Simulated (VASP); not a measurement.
# Cd2B2N (I4/mmm) in VASP: notebook

Runs on Cd2B2N. Level: r2SCAN. Tasks: single point.

Program: VASP 6.6.1. These are calculated values, not measurements. Logs are shortened: lines on timing, memory, paths and dates and some standing lists are left out, and cuts for length are marked.

## 1. The cell of the first run

It takes space group I4/mmm (No. 139, tetragonal). The conventional cell has a = 3.695 Å, b = 3.695 Å, c = 9.868 Å, α = 90.00°, β = 90.00°, γ = 90.00°. Within 3.0 Å of B (site symmetry 4mm) lie 4 Cd at 2.24 Å and 1 B at 2.41 Å and 4 N at 2.88 Å. Cd (site symmetry -4m2) has 4 B at 2.24 Å and 4 Cd at 2.61 Å and 4 N at 3.08 Å within 3.1 Å. N (site symmetry 4/mmm) has 10 B at 2.88 to 3.73 Å and 8 Cd at 3.08 Å and 4 N at 3.70 Å within 3.8 Å.

## 2. Single point, r2SCAN

POSCAR reads:

```
Cd2B2N
1.0
    0.0000000000      3.6952970000      0.0000000000
    3.6952970000      0.0000000000      0.0000000000
    1.8476480000      1.8476480000     -4.9342460000
B Cd N
2 2 1
Direct
    0.3780000000      0.3780000000      0.2440000000
    0.6220000000      0.6220000000      0.7560000000
    0.7500000000      0.2500000000      0.5000000000
    0.2500000000      0.7500000000      0.5000000000
    0.0000000000      0.0000000000      0.0000000000
```

INCAR.step1 reads:

```
SYSTEM = Cd2B2N
PREC = Accurate
ENCUT = 520
ISMEAR = -1
SIGMA = 0.1
LREAL = .FALSE.
LASPH = .TRUE.
NELM = 100
NBANDS = 26
GGA = PE
ALGO = Normal
EDIFF = 1E-4
LWAVE = .TRUE.
LCHARG = .FALSE.
```

INCAR.step2 reads:

```
SYSTEM = Cd2B2N
PREC = Accurate
ENCUT = 520
EDIFF = 1E-6
ISMEAR = -1
SIGMA = 0.1
LREAL = .FALSE.
LASPH = .TRUE.
NELM = 100
ALGO = Normal
ISIF = 2
LWAVE = .FALSE.
LCHARG = .TRUE.
METAGGA = R2SCAN
LMIXTAU = .TRUE.
LELF = .TRUE.
LVHAR = .TRUE.
NBANDS = 26
ISTART = 1
```

KPOINTS reads:

```
Automatic mesh
0
G
  10 10 10
  0 0 0
```

Potentials or basis: VASP PAW PBE potentials, release 64 (B, Cd, N).

Run with:

```sh
$ cat potpaw_PBE.64/B/POTCAR potpaw_PBE.64/Cd/POTCAR potpaw_PBE.64/N/POTCAR > POTCAR
$ cp INCAR.step1 INCAR
$ mpirun -np 1 vasp_std > vasp.out
$ cp INCAR.step2 INCAR
$ mpirun -np 1 vasp_std > vasp.out
```

OUTCAR:

```text
SYSTEM = Cd2B2N
   PREC = Accurate
   ENCUT = 520
   EDIFF = 1E-6
   ISMEAR = -1
   LREAL = .FALSE.
   LASPH = .TRUE.
   NELM = 100
   ISIF = 2
   METAGGA = R2SCAN
   ISTART = 1

 ion  position               nearest neighbor table
   1  0.378  0.378  0.244-   3 2.24   4 2.24   4 2.24   3 2.24
   2  0.622  0.622  0.756-   3 2.24   4 2.24   4 2.24   3 2.24
   3  0.750  0.250  0.500-   1 2.24   2 2.24   1 2.24   2 2.24   4 2.61   4 2.61   4 2.61   4 2.61

   4  0.250  0.750  0.500-   1 2.24   2 2.24   1 2.24   2 2.24   3 2.61   3 2.61   3 2.61   3 2.61

   5  0.000  0.000  0.000-

  LATTYP: Found a body centered tetragonal cell.
 ALAT       =     3.6952970000
 C/A-ratio  =     2.6705544913

  Lattice vectors:

 A1 = (  -1.8476480000,   1.8476490000,   4.9342460000)
 A2 = (   1.8476490000,  -1.8476480000,   4.9342460000)
 A3 = (   1.8476480000,   1.8476480000,  -4.9342460000)

Analysis of symmetry for initial positions (statically):
=====================================================================
 Subroutine PRICEL returns:
 Original cell was already a primitive cell.

 Routine SETGRP: Setting up the symmetry group for a
 body centered tetragonal supercell.

 Subroutine GETGRP returns: Found 16 space group operations
 (whereof 16 operations were pure point group operations)
 out of a pool of 16 trial point group operations.

The static configuration has the point symmetry D_4h.

Analysis of symmetry for dynamics (positions and initial velocities):
=====================================================================
 Subroutine PRICEL returns:
 Original cell was already a primitive cell.

 Routine SETGRP: Setting up the symmetry group for a
 body centered tetragonal supercell.

 Subroutine GETGRP returns: Found 16 space group operations
 (whereof 16 operations were pure point group operations)
 out of a pool of 16 trial point group operations.

The dynamic configuration has the point symmetry D_4h.

 Subroutine INISYM returns: Found 16 space group operations
 (whereof 16 operations are pure point group operations),
 and found     1 'primitive' translations

----------------------------------------------------------------------------------------

                                     Primitive cell

  volume of cell :      67.3782

  direct lattice vectors                    reciprocal lattice vectors
     0.000000000  3.695297000  0.000000000     0.000000000  0.270614243  0.101332577
[... 92 lines left out ...]
   EDIFF  = 0.1E-05   stopping-criterion for ELM
   LREAL  =      F    real-space projection
   EDIFFG = 0.1E-04   stopping-criterion for IOM
   NSW    =      0    number of steps for IOM
   IBRION =     -1    ionic relax: 0-MD 1-quasi-New 2-CG
   NFREE  =      0    steps in history (QN), initial steepest desc. (CG)
   ISIF   =      2    stress and relaxation
   ISYM   =      2    0-nonsym 1-usesym 2-fastsym
   POTIM  = 0.5000    time-step for ionic-motion
   TEBEG  =    0.0;   TEEND  =   0.0 temperature during run
   PSTRESS=    0.0 pullay stress
   NELECT =      35.0000    total number of electrons
   NUPDOWN=      -1.0000    fix difference up-down
   EMIN   =  10.00;   EMAX   =-10.00  energy-range for DOS
   EFERMI =   0.00;   METHOD = LEGACY
   ISMEAR =    -1;   SIGMA  =   0.10  broadening in eV -4-tet -1-fermi 0-gaus
   EFERMI_NEDOS =   21; number of points for ismear=-14 and -15
   IALGO  =     38    algorithm
   IMIX   =      4    mixing-type and parameters
     AMIX     =   0.40;   BMIX     =  1.00
     AMIX_MAG =   1.60;   BMIX_MAG =  1.00
  volume/ion in A,a.u.               =      13.48        90.94
  Fermi-wavevector in a.u.,A,eV,Ry     =   1.316005  2.486890 23.563526  1.731870
  Thomas-Fermi vector in A             =   2.446148
   LORBIT       =      0    0 simple, 1 ext, 2 COOP (PROOUT), +10 PAW based schemes
   METAGGA = R2SCAN    functional components
   LHFCALC =     F    Hartree Fock is set to
   AEXX    =    0.0000 exact exchange contribution
   IVDW    =     0    specifies the selected vdW correction
   LEPSILON=     F    determine dielectric tensor
   LRPA    =     F    only Hartree local field effects (RPA)
 non-spin polarized calculation
  energy-cutoff  :      520.00
  volume of cell :       67.38
 maximum number of plane-waves:      1832
   NGX = 13   NGY = 13   NGZ = 21

 number of electron      35.0000021 magnetization

 Free energy of the ion-electron system (eV)
  ---------------------------------------------------
  ext. energy  EPLUGINS =         0.00000000
  ---------------------------------------------------
  free energy    TOTEN  =       -51.36971666 eV

  energy without entropy =      -51.28838085  energy(sigma->0) =      -51.32904876

 E-fermi :   3.1000     XC(G=0): -11.9535

 val. band max:        3.0929699136   @ k =   0.3000   0.0000   0.1000
 cond. band min:       3.1004536395   @ k =   0.3000   0.1000  -0.0000
 fundamental gap:      0.0074837259
 Fermi energy:         3.1000301010

 k-point     1 :       0.0000    0.0000    0.0000
  band No.  band energies     occupation
      1     -10.9003      2.00000
      2      -9.4670      2.00000
      3      -8.9205      2.00000
      4      -8.7187      2.00000
      5      -7.6608      2.00000
      6      -7.6608      2.00000
[... 685 lines left out ...]
     25      12.6807      0.00000
     26      13.2306      0.00000

 [... further k-points ...]

------------------------ aborting loop because EDIFF is reached ----------------------------------------

  FORCE on cell =-STRESS in cart. coord.  units (eV):
  Direction    XX          YY          ZZ          XY          YZ          ZX
  --------------------------------------------------------------------------------------
  -------------------------------------------------------------------------------------
  Total       13.7461155     13.7461155     -4.5140219     -0.0000000     -0.0000005     -0.0000005
  in kB      326.8669973    326.8669973   -107.3383089     -0.0000000     -0.0000109     -0.0000109
  external PRESSURE =     182.1318952 kB  Pullay stress =       0.0000000 kB

 VOLUME and BASIS-vectors are now :
 -----------------------------------------------------------------------------
  energy-cutoff  :      520.00
  volume of cell :       67.38
      direct lattice vectors                 reciprocal lattice vectors
     0.000000000  3.695297000  0.000000000     0.000000000  0.270614243  0.101332577
     3.695297000  0.000000000  0.000000000     0.270614243  0.000000000  0.101332577
     1.847648000  1.847648000 -4.934246000     0.000000000  0.000000000 -0.202665210

 POSITION                                       TOTAL-FORCE (eV/Angst)
 -----------------------------------------------------------------------------------
      1.84765      1.84765     -1.20396         0.000000      0.000000      4.924176
      3.69530      3.69530     -3.73029        -0.000000     -0.000000     -4.924176
      1.84765      3.69530     -2.46712        -0.000000     -0.000000      0.000000
      3.69530      1.84765     -2.46712         0.000000      0.000000      0.000000
      0.00000      0.00000      0.00000        -0.000000     -0.000000      0.000000
 -----------------------------------------------------------------------------------
    total drift:                               -0.000000      0.000000     -0.000000

  FREE ENERGIE OF THE ION-ELECTRON SYSTEM (eV)
  ---------------------------------------------------
  free  energy   TOTEN  =       -51.3697166587 eV

  energy  without entropy=      -51.2883808515  energy(sigma->0) =      -51.32904876
```

OUTCAR.step1:

```text
SYSTEM = Cd2B2N
   PREC = Accurate
   ENCUT = 520
   ISMEAR = -1
   LREAL = .FALSE.
   LASPH = .TRUE.
[... 930 lines left out ...]
      1.84765      3.69530     -2.46712         0.000000      0.000000      0.000000
      3.69530      1.84765     -2.46712        -0.000000     -0.000000      0.000000
      0.00000      0.00000      0.00000         0.000000      0.000000      0.000000
 -----------------------------------------------------------------------------------
    total drift:                               -0.000000      0.000000     -0.000000

  FREE ENERGIE OF THE ION-ELECTRON SYSTEM (eV)
  ---------------------------------------------------
  free  energy   TOTEN  =       -10.8003597786 eV

  energy  without entropy=      -10.7130564531  energy(sigma->0) =      -10.75670812
```

It took 14 min on 1 thread of Intel Xeon Platinum 8175M at 2.50GHz (Skylake/Cascade Lake), shared host; peak memory 0.3 GiB.

Results:

* Free energy: -51.3697 eV
* Pressure: 18.2 GPa
* Largest force: 4.924 eV/Å
* Band gap on the k mesh: zero (an odd number of electrons rules out a gap without spin polarisation)

Forces in eV/Å, atoms in the order of the input:
```
B    0.000  0.000  4.924
B    0.000  0.000 -4.924
Cd   0.000  0.000  0.000
Cd   0.000  0.000  0.000
N    0.000  0.000  0.000
```

Stress tensor (GPa, compression positive):
```
 32.69   0.00   0.00
  0.00  32.69   0.00
  0.00   0.00 -10.73
```

Levels at points of the mesh, in eV from the Fermi level:
| k point | band 13 | band 14 | band 15 | band 16 | band 17 | band 18 | band 19 | band 20 | band 21 | band 22 |
| --- | --- | --- | --- | --- | --- | --- | --- | --- | --- | --- |
| (0.00, 0.00, 0.00) | -5.76 | -2.32 | -0.95 | -0.95 | -0.84 | -0.84 | -0.22 | 3.13 | 3.13 | 5.79 |
| (0.50, 0.00, 0.00) | -7.29 | -4.44 | -1.57 | -1.10 | -0.57 | 0.51 | 1.22 | 1.71 | 2.19 | 4.06 |
| (0.50, 0.50, 0.00) | -6.24 | -4.14 | -3.50 | -2.83 | -2.23 | -0.95 | -0.29 | 0.32 | 2.08 | 3.46 |
| (0.00, 0.00, 0.50) | -6.02 | -2.37 | -2.37 | -0.70 | 0.75 | 0.93 | 0.93 | 3.47 | 3.47 | 3.60 |

Caveat: the cell stands under pressure; the PAW data sets were made with another functional, which shifts forces and pressure a little.

(Continued in part 2 of 2.)
